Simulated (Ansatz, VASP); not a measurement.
## V: VASP beside Ansatz

```xyz
1
Lattice="0.0000 1.9316 1.9316 1.9316 0.0000 1.9316 1.9316 1.9316 0.0000" Properties=species:S:1:pos:R:3 pbc="T T T"
V     0.0000    0.0000    0.0000
```

Alike in both runs: task relaxation of cell and atoms; functional PBE; k mesh 8 × 8 × 8; no spin polarisation.

```csv
,VASP,Ansatz
version,VASP 6.6.1,Ansatz 0.2.0
potentials or method,"VASP PAW PBE potentials, release 64 (V_sv), cutoff 500 eV",PAW plane waves
occupations,"fermi-dirac, width 0.1 eV",fermi-dirac
valence electrons in the cell,13,13
```

Ansatz gave:

* gap on the k mesh at the Fermi level, each at its own relaxed structure (eV): none
* relaxed volume (Å³/atom): 13.95
* relaxed cell length with the largest relative difference (Å): 2.702

Estimate VASP's values.

gap on the k mesh at the Fermi level, each at its own relaxed structure (eV): none; relaxed volume (Å³/atom): 13.97; relaxed cell length with the largest relative difference (Å): 2.703.

A gap of «none» marks a metal or a gap that the smearing closes.
